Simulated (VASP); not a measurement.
# ZnSe2 (Pa-3) in VASP: a series of runs

The runs below take ZnSe2 through single point, with LDA.

Program: VASP 6.6.1. These are calculated values, not measurements. Logs are shortened: lines on timing, memory, paths and dates and some standing lists are left out, and cuts for length are marked.

### Step 1. The cell of the first run

The structure is cubic, space group Pa-3 (No. 205). Conventional cell: a = 6.174 Å, b = 6.174 Å, c = 6.174 Å, α = 90.00°, β = 90.00°, γ = 90.00°. Within 3.4 Å of Zn (site symmetry -3) lie 6 Se at 2.59 Å. Se (site symmetry 3) has 1 Se at 2.37 Å and 3 Zn at 2.59 Å within 3.1 Å.

### Step 2. Single point, LDA

The input, INCAR:

```
SYSTEM = ZnSe2
ALGO     = Normal         ! electronic algorithm
EDIFF    = 1E-7           ! SCF threshold, eV
ENCUT    = 520            ! plane-wave cutoff, eV
ISIF     = 2              ! what is computed and relaxed
ISMEAR   = 0              ! smearing method
LASPH    = .True.         ! aspherical terms in the spheres
LCHARG   = .True.         ! write CHGCAR
LELF     = .True.         ! ELF
LREAL    = .False.        ! projectors in reciprocal space
LVHAR    = .True.       
LWAVE    = .False.        ! write WAVECAR
NBANDS   = 60             ! bands
NELM     = 60             ! most SCF steps
PREC     = Accurate       ! precision mode
SIGMA    = 0.02           ! smearing width, eV
```

The input, KPOINTS:

```
k-points
0
Gamma
  4 4 4
  0 0 0
```

The input, POSCAR:

```
ZnSe2
1.0
    6.1741237377      0.0000000000      0.0000000000
    0.0000000000      6.1741237377      0.0000000000
    0.0000000000      0.0000000000      6.1741237377
Zn Se
4 8
Direct
    0.5000000000      0.5000000000      0.0000000000
    0.5000000000      0.0000000000      0.5000000000
    0.0000000000      0.5000000000      0.5000000000
    0.0000000000      0.0000000000      0.0000000000
    0.1105926215      0.8894073785      0.3894073785
    0.8894073785      0.3894073785      0.1105926215
    0.3894073785      0.1105926215      0.8894073785
    0.6105926215      0.6105926215      0.6105926215
    0.8894073785      0.1105926215      0.6105926215
    0.1105926215      0.6105926215      0.8894073785
    0.6105926215      0.8894073785      0.1105926215
    0.3894073785      0.3894073785      0.3894073785
```

Potentials or basis: VASP PAW LDA potentials, release 64 (Zn, Se).

The run is started by

```
$ cat potpaw_LDA.64/Zn/POTCAR potpaw_LDA.64/Se/POTCAR > POTCAR
$ mpirun -np 1 vasp_std > vasp.out
```

OUTCAR:

```text
SYSTEM = ZnSe2
   EDIFF = 1E-7
   ENCUT = 520
   ISIF = 2
   ISMEAR = 0
   LASPH = .True.
   LREAL = .False.
   NELM = 60
   PREC = Accurate

 ion  position               nearest neighbor table
   1  0.500  0.500  0.000-   6 2.59   7 2.59   8 2.59  10 2.59  11 2.59  12 2.59
   2  0.500  0.000  0.500-   5 2.59   7 2.59   8 2.59   9 2.59  11 2.59  12 2.59
   3  0.000  0.500  0.500-   5 2.59   6 2.59   8 2.59   9 2.59  10 2.59  12 2.59
   4  0.000  0.000  0.000-   5 2.59   6 2.59   7 2.59   9 2.59  10 2.59  11 2.59
   5  0.111  0.889  0.389-   9 2.37   3 2.59   4 2.59   2 2.59
   6  0.889  0.389  0.111-  10 2.37   3 2.59   4 2.59   1 2.59
   7  0.389  0.111  0.889-  11 2.37   2 2.59   4 2.59   1 2.59
   8  0.611  0.611  0.611-  12 2.37   2 2.59   3 2.59   1 2.59
   9  0.889  0.111  0.611-   5 2.37   3 2.59   4 2.59   2 2.59
  10  0.111  0.611  0.889-   6 2.37   3 2.59   4 2.59   1 2.59
  11  0.611  0.889  0.111-   7 2.37   2 2.59   4 2.59   1 2.59
  12  0.389  0.389  0.389-   8 2.37   2 2.59   3 2.59   1 2.59

  LATTYP: Found a simple cubic cell.
 ALAT       =     6.1741237377

  Lattice vectors:

 A1 = (   6.1741237377,   0.0000000000,   0.0000000000)
 A2 = (   0.0000000000,   6.1741237377,   0.0000000000)
 A3 = (   0.0000000000,   0.0000000000,   6.1741237377)

Analysis of symmetry for initial positions (statically):
=====================================================================
 Subroutine PRICEL returns:
 Original cell was already a primitive cell.

 Routine SETGRP: Setting up the symmetry group for a
 simple cubic supercell.

 Subroutine GETGRP returns: Found 24 space group operations
 (whereof  6 operations were pure point group operations)
 out of a pool of 48 trial point group operations.

The static configuration has the point symmetry S_6 .
 The point group associated with its full space group is T_h .

Analysis of symmetry for dynamics (positions and initial velocities):
=====================================================================
 Subroutine PRICEL returns:
 Original cell was already a primitive cell.

 Routine SETGRP: Setting up the symmetry group for a
 simple cubic supercell.

 Subroutine GETGRP returns: Found 24 space group operations
 (whereof  6 operations were pure point group operations)
 out of a pool of 48 trial point group operations.

The dynamic configuration has the point symmetry S_6 .
 The point group associated with its full space group is T_h .

 Subroutine INISYM returns: Found 24 space group operations
 (whereof  6 operations are pure point group operations),
 and found     1 'primitive' translations

----------------------------------------------------------------------------------------

                                     Primitive cell

  volume of cell :     235.3564

  direct lattice vectors                    reciprocal lattice vectors
     6.174123738  0.000000000  0.000000000     0.161966304  0.000000000  0.000000000
     0.000000000  6.174123738  0.000000000     0.000000000  0.161966304  0.000000000
     0.000000000  0.000000000  6.174123738     0.000000000  0.000000000  0.161966304

  length of vectors
     6.174123738  6.174123738  6.174123738     0.161966304  0.161966304  0.161966304

  position of ions in fractional coordinates (direct lattice)
     0.500000000  0.500000000  0.000000000
     0.500000000  0.000000000  0.500000000
     0.000000000  0.500000000  0.500000000
     0.000000000  0.000000000  0.000000000
     0.110592621  0.889407379  0.389407379
     0.889407379  0.389407379  0.110592621
     0.389407379  0.110592621  0.889407379
     0.610592621  0.610592621  0.610592621
     0.889407379  0.110592621  0.610592621
     0.110592621  0.610592621  0.889407379
     0.610592621  0.889407379  0.110592621
     0.389407379  0.389407379  0.389407379

  ion indices of the primitive-cell ions
   primitive index   ion index
                 1           1
                 2           2
                 3           3
                 4           4
                 5           5
                 6           6
                 7           7
                 8           8
                 9           9
                10          10
                11          11
                12          12

----------------------------------------------------------------------------------------

 KPOINTS: k-points

Automatic generation of k-mesh.
 Grid dimensions read from file:
 generate k-points for:    4    4    4

 Generating k-lattice:

  Cartesian coordinates                     Fractional coordinates (reciprocal lattice)
     0.040491576  0.000000000  0.000000000     0.250000000  0.000000000  0.000000000
     0.000000000  0.040491576  0.000000000     0.000000000  0.250000000  0.000000000
     0.000000000  0.000000000  0.040491576     0.000000000  0.000000000  0.250000000

  Length of vectors
     0.040491576  0.040491576  0.040491576

  Shift w.r.t. Gamma in fractional coordinates (k-lattice)
     0.000000000  0.000000000  0.000000000

 Subroutine IBZKPT returns following result:
 ===========================================

 Found     11 irreducible k-points:

 Following reciprocal coordinates:
            Coordinates               Weight
  0.000000  0.000000  0.000000      1.000000
  0.250000  0.000000  0.000000      6.000000
  0.500000  0.000000  0.000000      3.000000
  0.250000  0.250000  0.000000     12.000000
  0.500000  0.250000  0.000000      6.000000
 -0.250000  0.500000  0.000000      6.000000
  0.500000  0.500000  0.000000      3.000000
  0.250000  0.250000  0.250000      8.000000
  0.500000  0.250000  0.250000     12.000000
  0.500000  0.500000  0.250000      6.000000
  0.500000  0.500000  0.500000      1.000000
   k-points           NKPTS =     11   k-points in BZ     NKDIM =     11   number of bands    NBANDS=     60
   number of dos      NEDOS =    301   number of ions     NIONS =     12
   total plane-waves  NPLWV = 110592
   dimension x,y,z NGX =    48 NGY =   48 NGZ =   48
   dimension x,y,z NGXF=    96 NGYF=   96 NGZF=   96
   ions per type =               4   8
   NGX,Y,Z   is equivalent  to a cutoff of  12.92, 12.92, 12.92 a.u.
   NGXF,Y,Z  is equivalent  to a cutoff of  25.85, 25.85, 25.85 a.u.
 SYSTEM =  ZnSe2
   PREC   = accura    normal or accurate (medium, high low for compatibility)
   ISTART =      0    job   : 0-new  1-cont  2-samecut
   ICHARG =      2    charge: 1-file 2-atom 10-const
   ISPIN  =      1    spin polarized calculation?
   LNONCOLLINEAR =      F non collinear calculations
   LSORBIT =      F    spin-orbit coupling
   LASPH  =      T    aspherical Exc in radial PAW
   ENCUT  =  520.0 eV  38.22 Ry    6.18 a.u.  11.48 11.48 11.48*2*pi/ulx,y,z
   NELM   =     60;   NELMIN=  2; NELMDL= -5     # of ELM steps
   EDIFF  = 0.1E-06   stopping-criterion for ELM
   LREAL  =      F    real-space projection
   EDIFFG = 0.1E-05   stopping-criterion for IOM
   NSW    =      0    number of steps for IOM
   IBRION =     -1    ionic relax: 0-MD 1-quasi-New 2-CG
   NFREE  =      0    steps in history (QN), initial steepest desc. (CG)
   ISIF   =      2    stress and relaxation
   ISYM   =      2    0-nonsym 1-usesym 2-fastsym
   POTIM  = 0.5000    time-step for ionic-motion
   TEBEG  =    0.0;   TEEND  =   0.0 temperature during run
   PSTRESS=    0.0 pullay stress
   NELECT =      96.0000    total number of electrons
   NUPDOWN=      -1.0000    fix difference up-down
   EMIN   =  10.00;   EMAX   =-10.00  energy-range for DOS
   EFERMI =   0.00;   METHOD = LEGACY
   ISMEAR =     0;   SIGMA  =   0.02  broadening in eV -4-tet -1-fermi 0-gaus
   EFERMI_NEDOS =   21; number of points for ismear=-14 and -15
   IALGO  =     38    algorithm
   IMIX   =      4    mixing-type and parameters
     AMIX     =   0.40;   BMIX     =  1.00
     AMIX_MAG =   1.60;   BMIX_MAG =  1.00
  volume/ion in A,a.u.               =      19.61       132.36
  Fermi-wavevector in a.u.,A,eV,Ry     =   1.214106  2.294328 20.055711  1.474053
  Thomas-Fermi vector in A             =   2.349536
   LORBIT       =      0    0 simple, 1 ext, 2 COOP (PROOUT), +10 PAW based schemes
   GGA     = CA    functional components
   LHFCALC =     F    Hartree Fock is set to
   AEXX    =    0.0000 exact exchange contribution
   IVDW    =     0    specifies the selected vdW correction
   LEPSILON=     F    determine dielectric tensor
   LRPA    =     F    only Hartree local field effects (RPA)
 non-spin polarized calculation
 Gauss-broadening in eV      SIGMA  =   0.02
  energy-cutoff  :      520.00
  volume of cell :      235.36
 maximum number of plane-waves:      6382
 NGX is ok and might be reduce to    48
   NGX = 23   NGY = 23   NGZ = 23

 number of electron      95.9999864 magnetization

 Free energy of the ion-electron system (eV)
  ---------------------------------------------------
  ext. energy  EPLUGINS =         0.00000000
  ---------------------------------------------------
  free energy    TOTEN  =       -44.83641118 eV

  energy without entropy =      -44.83641118  energy(sigma->0) =      -44.83641118

 E-fermi :   4.5830     XC(G=0): -10.6366

 val. band max:        4.4911427857   @ k =   0.0000   0.0000   0.0000
 cond. band min:       5.1618858515   @ k =   0.2500   0.2500   0.2500
 fundamental gap:      0.6707430657
 Fermi energy:         4.5830499084

 k-point     1 :       0.0000    0.0000    0.0000
  band No.  band energies     occupation
      1     -11.4098      2.00000
      2     -10.1483      2.00000
      3     -10.1483      2.00000
      4     -10.1483      2.00000
      5      -7.9589      2.00000
      6      -7.9589      2.00000
[... 52 lines left out ...]
     59       9.1892      0.00000
     60      10.4409      0.00000

 k-point     2 :       0.2500    0.0000    0.0000
  band No.  band energies     occupation
      1     -11.2617      2.00000
      2     -10.3840      2.00000
      3     -10.1263      2.00000
      4     -10.1251      2.00000
      5      -7.9371      2.00000
      6      -7.9297      2.00000
[... 564 lines left out ...]
      4     -10.3910      2.00000
      5      -8.1155      2.00000
      6      -8.1155      2.00000
[... 52 lines left out ...]
     59       8.9519      0.00000
     60       8.9519      0.00000

------------------------ aborting loop because EDIFF is reached ----------------------------------------

  FORCE on cell =-STRESS in cart. coord.  units (eV):
  Direction    XX          YY          ZZ          XY          YZ          ZX
  --------------------------------------------------------------------------------------
  -------------------------------------------------------------------------------------
  Total        0.4373119      0.4373119      0.4373119      0.0000000     -0.0000000      0.0000000
  in kB        2.9769796      2.9769796      2.9769796      0.0000000     -0.0000000      0.0000000
  external PRESSURE =       2.9769796 kB  Pullay stress =       0.0000000 kB

 VOLUME and BASIS-vectors are now :
 -----------------------------------------------------------------------------
  energy-cutoff  :      520.00
  volume of cell :      235.36
      direct lattice vectors                 reciprocal lattice vectors
     6.174123738  0.000000000  0.000000000     0.161966304  0.000000000  0.000000000
     0.000000000  6.174123738  0.000000000     0.000000000  0.161966304  0.000000000
     0.000000000  0.000000000  6.174123738     0.000000000  0.000000000  0.161966304

 POSITION                                       TOTAL-FORCE (eV/Angst)
 -----------------------------------------------------------------------------------
      3.08706      3.08706      0.00000        -0.000000     -0.000000      0.000000
      3.08706      0.00000      3.08706        -0.000000     -0.000000      0.000000
      0.00000      3.08706      3.08706        -0.000000     -0.000000      0.000000
      0.00000      0.00000      0.00000        -0.000000     -0.000000      0.000000
      0.68281      5.49131      2.40425         0.015562     -0.015562     -0.015562
      5.49131      2.40425      0.68281        -0.015562     -0.015562      0.015562
      2.40425      0.68281      5.49131        -0.015562      0.015562     -0.015562
      3.76987      3.76987      3.76987         0.015562      0.015562      0.015562
      5.49131      0.68281      3.76987        -0.015562      0.015562      0.015562
      0.68281      3.76987      5.49131         0.015562      0.015562     -0.015562
      3.76987      5.49131      0.68281         0.015562     -0.015562      0.015562
      2.40425      2.40425      2.40425        -0.015562     -0.015562     -0.015562
 -----------------------------------------------------------------------------------
    total drift:                               -0.000000      0.000000     -0.000000

  FREE ENERGIE OF THE ION-ELECTRON SYSTEM (eV)
  ---------------------------------------------------
  free  energy   TOTEN  =       -44.8364111812 eV

  energy  without entropy=      -44.8364111812  energy(sigma->0) =      -44.83641118
```

Wall time 2 min (1 thread of AMD EPYC 9R14 (Zen 4), shared host); peak memory 0.28 GiB.

What came out:

```
Free energy            : -44.8364 eV
Pressure               : 0.3 GPa
Largest force          : 0.027 eV/Å
Band gap on the k mesh : 0.67 eV, indirect (least direct gap 0.71 eV)
```

Forces on the atoms (eV/Å):
```
Zn   0.000  0.000  0.000
Zn   0.000  0.000  0.000
Zn   0.000  0.000  0.000
Zn   0.000  0.000  0.000
Se   0.016 -0.016 -0.016
Se  -0.016 -0.016  0.016
Se  -0.016  0.016 -0.016
Se   0.016  0.016  0.016
Se  -0.016  0.016  0.016
Se   0.016  0.016 -0.016
Se   0.016 -0.016  0.016
Se  -0.016 -0.016 -0.016
```

A k mesh can miss the band edges. A hybrid or GW would open this gap; LDA tends to underestimate it.

[end of part 1 of 2]
